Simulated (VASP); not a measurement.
# NbSi2 (P6_422) in VASP: density of states with PBE

Aim: the density of states of NbSi2 with PBE.

Everything below comes from runs of VASP 6.6.1. Logs are shortened: lines on timing, memory, paths and dates and some standing lists are left out, and cuts for length are marked.

## 1. The cell of the first run

The structure is hexagonal, space group P6_422 (No. 181). The conventional cell has a = 4.795 Å, b = 4.795 Å, c = 6.590 Å, α = 90.00°, β = 90.00°, γ = 120.00°. Within 3.4 Å of Si (site symmetry 2) lie 5 Nb at 2.60 to 2.77 Å and 9 Si at 2.60 to 3.26 Å. Nb (site symmetry 222) has 10 Si at 2.60 to 2.77 Å and 4 Nb at 3.25 Å within 3.4 Å.

## 2. Density of states, PBE

POSCAR reads:

```
NbSi2
1.0
    4.7950478200      0.0000000000      0.0000000000
   -2.3975239100      4.1526374400      0.0000000000
    0.0000000000      0.0000000000      6.5904401500
Si Nb
6 3
Direct
    0.1670000000      0.3340000000      0.0000000000
    0.8330000000      0.1670000000      0.6666700000
    0.6660000000      0.8330000000      0.3333300000
    0.8330000000      0.6660000000      0.0000000000
    0.1670000000      0.8330000000      0.6666700000
    0.3340000000      0.1670000000      0.3333300000
    0.5000000000      0.0000000000      0.0000000000
    0.5000000000      0.5000000000      0.6666700000
    0.0000000000      0.5000000000      0.3333300000
```

INCAR.step1 reads:

```
ALGO = Normal
EDIFF = 1E-6
ENCUT = 520
GGA = PE
ISIF = 2
ISMEAR = -1
LASPH = T
LCHARG = T
LMAXMIX = 4
LREAL = F
LWAVE = F
NBANDS = 42
NELM = 100
PREC = Accurate
SIGMA = 0.1
```

KPOINTS.step1 reads:

```
k-points
0
Gamma
  8 8 5
```

INCAR.step2 reads:

```
ALGO = Normal
EDIFF = 1E-6
ENCUT = 520
GGA = PE
ICHARG = 11
ISIF = 2
ISMEAR = -5
LASPH = T
LCHARG = F
LMAXMIX = 4
LORBIT = 10
LREAL = F
LWAVE = F
NBANDS = 42
NEDOS = 2001
NELM = 100
PREC = Accurate
SIGMA = 0.1
```

KPOINTS.step2 reads:

```
k-points
0
Gamma
  12 12 8
```

Potentials or basis: VASP PAW PBE potentials, release 64 (Si, Nb_sv).

Launch:

```
$ cat potpaw_PBE.64/Si/POTCAR potpaw_PBE.64/Nb_sv/POTCAR > POTCAR
$ cp INCAR.step1 INCAR
$ cp KPOINTS.step1 KPOINTS
$ mpirun -np 1 vasp_std > vasp.out
$ cp INCAR.step2 INCAR
$ cp KPOINTS.step2 KPOINTS
$ mpirun -np 1 vasp_std > vasp.out
```

OUTCAR:

```text
EDIFF = 1E-6
   ENCUT = 520
   GGA = PE
   ICHARG = 11
   ISIF = 2
   ISMEAR = -5
   LASPH = T
   LORBIT = 10
   LREAL = F
   NELM = 100
   PREC = Accurate

 ion  position               nearest neighbor table
   1  0.167  0.334  0.000-   8 2.60   9 2.60   2 2.60   6 2.60   7 2.77   4 2.77   4 2.77   7 2.77
                             7 2.77   4 2.77
   2  0.833  0.167  0.667-   7 2.60   9 2.60   1 2.60   3 2.60   8 2.77   5 2.77   5 2.77   8 2.77
                             8 2.77   5 2.77
   3  0.666  0.833  0.333-   7 2.60   8 2.60   4 2.60   2 2.60   9 2.77   6 2.77   6 2.77   9 2.77
                             9 2.77   6 2.77
   4  0.833  0.666  0.000-   8 2.60   9 2.60   3 2.60   5 2.60   7 2.77   1 2.77   1 2.77   7 2.77
                             7 2.77   1 2.77
   5  0.167  0.833  0.667-   7 2.60   9 2.60   4 2.60   6 2.60   8 2.77   2 2.77   2 2.77   8 2.77
                             8 2.77   2 2.77
   6  0.334  0.167  0.333-   7 2.60   8 2.60   1 2.60   5 2.60   9 2.77   3 2.77   3 2.77   9 2.77
                             9 2.77   3 2.77
   7  0.500  0.000  0.000-   2 2.60   3 2.60   5 2.60   6 2.60   4 2.77   1 2.77   1 2.77   1 2.77
                             4 2.77   4 2.77
   8  0.500  0.500  0.667-   1 2.60   4 2.60   3 2.60   6 2.60   5 2.77   2 2.77   5 2.77   2 2.77
                             5 2.77   2 2.77
   9  0.000  0.500  0.333-   1 2.60   4 2.60   2 2.60   5 2.60   3 2.77   6 2.77   6 2.77   3 2.77
                             3 2.77   6 2.77

  LATTYP: Found a hexagonal cell.
 ALAT       =     4.7950478200
 C/A-ratio  =     1.3744263660

  Lattice vectors:

 A1 = (   4.7950478200,   0.0000000000,   0.0000000000)
 A2 = (  -2.3975239100,   4.1526374400,   0.0000000000)
 A3 = (   0.0000000000,   0.0000000000,   6.5904401500)

Analysis of symmetry for initial positions (statically):
=====================================================================
 Subroutine PRICEL returns:
 Original cell was already a primitive cell.

 Routine SETGRP: Setting up the symmetry group for a
 hexagonal supercell.

 Subroutine GETGRP returns: Found  4 space group operations
 (whereof  4 operations were pure point group operations)
 out of a pool of 24 trial point group operations.

The static configuration has the point symmetry D_2 .

Analysis of symmetry for dynamics (positions and initial velocities):
=====================================================================
 Subroutine PRICEL returns:
 Original cell was already a primitive cell.

 Routine SETGRP: Setting up the symmetry group for a
 hexagonal supercell.

 Subroutine GETGRP returns: Found  4 space group operations
 (whereof  4 operations were pure point group operations)
 out of a pool of 24 trial point group operations.

The dynamic configuration has the point symmetry D_2 .

 Subroutine INISYM returns: Found  4 space group operations
 (whereof  4 operations are pure point group operations),
 and found     1 'primitive' translations

----------------------------------------------------------------------------------------

                                     Primitive cell

  volume of cell :     131.2295

  direct lattice vectors                    reciprocal lattice vectors
     4.795047820  0.000000000  0.000000000     0.208548494  0.120405407  0.000000000
    -2.397523910  4.152637440  0.000000000     0.000000000  0.240810813  0.000000000
     0.000000000  0.000000000  6.590440150     0.000000000  0.000000000  0.151734934

  length of vectors
     4.795047820  4.795051471  6.590440150     0.240810997  0.240810813  0.151734934

  position of ions in fractional coordinates (direct lattice)
     0.167000000  0.334000000  0.000000000
     0.833000000  0.167000000  0.666670000
     0.666000000  0.833000000  0.333330000
     0.833000000  0.666000000  0.000000000
     0.167000000  0.833000000  0.666670000
     0.334000000  0.167000000  0.333330000
     0.500000000  0.000000000  0.000000000
     0.500000000  0.500000000  0.666670000
     0.000000000  0.500000000  0.333330000

  ion indices of the primitive-cell ions
   primitive index   ion index
                 1           1
                 2           2
                 3           3
                 4           4
                 5           5
                 6           6
                 7           7
                 8           8
                 9           9

----------------------------------------------------------------------------------------

 KPOINTS: k-points

Automatic generation of k-mesh.
 Grid dimensions read from file:
 generate k-points for:   12   12    8

 Generating k-lattice:

  Cartesian coordinates                     Fractional coordinates (reciprocal lattice)
     0.017379041  0.010033784  0.000000000     0.083333333  0.000000000  0.000000000
     0.000000000  0.020067568  0.000000000     0.000000000  0.083333333  0.000000000
     0.000000000  0.000000000  0.018966867     0.000000000  0.000000000  0.125000000

  Length of vectors
     0.020067583  0.020067568  0.018966867

  Shift w.r.t. Gamma in fractional coordinates (k-lattice)
     0.000000000  0.000000000  0.000000000

 TETIRR: Found   2928 inequivalent tetrahedra from     6912

 Subroutine IBZKPT returns following result:
 ===========================================

 Found    215 irreducible k-points:

 Following reciprocal coordinates:
            Coordinates               Weight
  0.000000  0.000000  0.000000      1.000000
  0.083333  0.000000  0.000000      4.000000
  0.000000  0.083333  0.000000      2.000000
  0.166667 -0.000000  0.000000      4.000000
  0.000000  0.166667  0.000000      2.000000
  0.250000  0.000000  0.000000      4.000000
[... 16 lines left out ...]
 -0.083333  0.416667  0.000000      4.000000
 -0.416667  0.333333  0.000000      4.000000
 [... further k-points ...]
   k-points           NKPTS =    215   k-points in BZ     NKDIM =    215   number of bands    NBANDS=     42
   number of dos      NEDOS =   2001   number of ions     NIONS =      9
   total plane-waves  NPLWV =  64800
   dimension x,y,z NGX =    36 NGY =   36 NGZ =   50
   dimension x,y,z NGXF=    72 NGYF=   72 NGZF=  100
   ions per type =               6   3
   NGX,Y,Z   is equivalent  to a cutoff of  12.48, 12.48, 12.61 a.u.
   NGXF,Y,Z  is equivalent  to a cutoff of  24.96, 24.96, 25.23 a.u.
 SYSTEM =  unknown system
   PREC   = accura    normal or accurate (medium, high low for compatibility)
   ISTART =      0    job   : 0-new  1-cont  2-samecut
   ICHARG =     11    charge: 1-file 2-atom 10-const
   ISPIN  =      1    spin polarized calculation?
   LNONCOLLINEAR =      F non collinear calculations
   LSORBIT =      F    spin-orbit coupling
   LASPH  =      T    aspherical Exc in radial PAW
   ENCUT  =  520.0 eV  38.22 Ry    6.18 a.u.   8.92  8.92 12.25*2*pi/ulx,y,z
   NELM   =    100;   NELMIN=  2; NELMDL=  0     # of ELM steps
   EDIFF  = 0.1E-05   stopping-criterion for ELM
   LREAL  =      F    real-space projection
   EDIFFG = 0.1E-04   stopping-criterion for IOM
   NSW    =      0    number of steps for IOM
   IBRION =     -1    ionic relax: 0-MD 1-quasi-New 2-CG
   NFREE  =      0    steps in history (QN), initial steepest desc. (CG)
   ISIF   =      2    stress and relaxation
   ISYM   =      2    0-nonsym 1-usesym 2-fastsym
   POTIM  = 0.5000    time-step for ionic-motion
   TEBEG  =    0.0;   TEEND  =   0.0 temperature during run
   PSTRESS=    0.0 pullay stress
   NELECT =      63.0000    total number of electrons
   NUPDOWN=      -1.0000    fix difference up-down
   EMIN   =  10.00;   EMAX   =-10.00  energy-range for DOS
   EFERMI =   0.00;   METHOD = LEGACY
   ISMEAR =    -5;   SIGMA  =   0.10  broadening in eV -4-tet -1-fermi 0-gaus
   EFERMI_NEDOS =   21; number of points for ismear=-14 and -15
   IALGO  =     38    algorithm
   IMIX   =      4    mixing-type and parameters
     AMIX     =   0.40;   BMIX     =  1.00
     AMIX_MAG =   1.60;   BMIX_MAG =  1.00
  volume/ion in A,a.u.               =      14.58        98.40
  Fermi-wavevector in a.u.,A,eV,Ry     =   1.281872  2.422386 22.357025  1.643195
  Thomas-Fermi vector in A             =   2.414216
   LORBIT       =     10    0 simple, 1 ext, 2 COOP (PROOUT), +10 PAW based schemes
   GGA     = PE    functional components
   LHFCALC =     F    Hartree Fock is set to
   AEXX    =    0.0000 exact exchange contribution
   IVDW    =     0    specifies the selected vdW correction
   LEPSILON=     F    determine dielectric tensor
   LRPA    =     F    only Hartree local field effects (RPA)
 non-spin polarized calculation
 Fermi weights with tetrahedron method with Bloechl corrections
  energy-cutoff  :      520.00
  volume of cell :      131.23
 maximum number of plane-waves:      3555

 number of electron      62.9999997 magnetization

 Free energy of the ion-electron system (eV)
  ---------------------------------------------------
  ext. energy  EPLUGINS =         0.00000000
  ---------------------------------------------------
  free energy    TOTEN  =       -68.06772009 eV

  energy without entropy =      -68.06772009  energy(sigma->0) =      -68.06772009

 E-fermi :  11.4574     XC(G=0): -12.0022

 val. band max:       11.4528975878   @ k =   0.0000   0.5000   0.2500
 cond. band min:      11.4343509337   @ k =  -0.0833   0.4167   0.0000
 fundamental gap:     -0.0185466541
 Fermi energy:        11.4573956334

 k-point     1 :       0.0000    0.0000    0.0000
  band No.  band energies     occupation
      1     -43.1694      2.00000
      2     -43.1320      2.00000
      3     -43.1319      2.00000
      4     -19.4360      2.00000
      5     -19.4359      2.00000
      6     -19.4256      2.00000
[... 1069 lines left out ...]
     41      15.3565      0.00000
     42      15.6893      0.00000

 [... further k-points ...]
[... 5 lines left out ...]
  --------------------------------------------------------------------------------------
  -------------------------------------------------------------------------------------
  Total        1.1346196      1.1290020      2.6143991      0.0000000      0.0000000      0.0000000
  in kB       13.8525427     13.7839571     31.9191337      0.0000000      0.0000000      0.0000000
  external PRESSURE =      19.8518778 kB  Pullay stress =       0.0000000 kB

 VOLUME and BASIS-vectors are now :
 -----------------------------------------------------------------------------
  energy-cutoff  :      520.00
  volume of cell :      131.23
      direct lattice vectors                 reciprocal lattice vectors
     4.795047820  0.000000000  0.000000000     0.208548494  0.120405407  0.000000000
    -2.397523910  4.152637440  0.000000000     0.000000000  0.240810813  0.000000000
     0.000000000  0.000000000  6.590440150     0.000000000  0.000000000  0.151734934

 POSITION                                       TOTAL-FORCE (eV/Angst)
 -----------------------------------------------------------------------------------
      0.00000      1.38698      0.00000         0.000000     -0.753613     -0.000000
      3.59389      0.69349      4.39365         0.652770     -0.376832     -0.000506
      1.19636      3.45915      2.19679         0.652770      0.376832      0.000506
      2.39752      2.76566      0.00000         0.000000      0.753613     -0.000000
     -1.19636      3.45915      4.39365        -0.652770      0.376832     -0.000506
      1.20116      0.69349      2.19679        -0.652770     -0.376832      0.000506
      2.39752      0.00000      0.00000         0.000000     -0.000000     -0.000000
      1.19876      2.07632      4.39365         0.000000     -0.000000     -0.000751
     -1.19876      2.07632      2.19679         0.000000     -0.000000      0.000751
 -----------------------------------------------------------------------------------
    total drift:                               -0.000000     -0.000000      0.000000

  FREE ENERGIE OF THE ION-ELECTRON SYSTEM (eV)
  ---------------------------------------------------
  free  energy   TOTEN  =       -68.0677200888 eV

  energy  without entropy=      -68.0677200888  energy(sigma->0) =      -68.06772009

 total charge

# of ion       s       p       d       tot
------------------------------------------
    1        0.760   0.864   0.000   1.624
    2        0.760   0.864   0.000   1.624
    3        0.760   0.864   0.000   1.624
    4        0.760   0.864   0.000   1.624
    5        0.760   0.864   0.000   1.624
    6        0.760   0.864   0.000   1.624
    7        2.156   6.032   2.591  10.779
    8        2.156   6.032   2.591  10.779
    9        2.156   6.032   2.591  10.779
--------------------------------------------------
tot         11.029  23.281   7.772  42.082
```

Run time: 14 min. Hardware: 1 thread of Intel Xeon Platinum 8488C (Sapphire Rapids), shared host; peak memory 0.86 GiB.

Results:

* Valence electrons inside the program's atomic spheres: Si 1.62; Nb 10.78

Caveat: tetrahedron occupations give inexact forces and stress in metals.
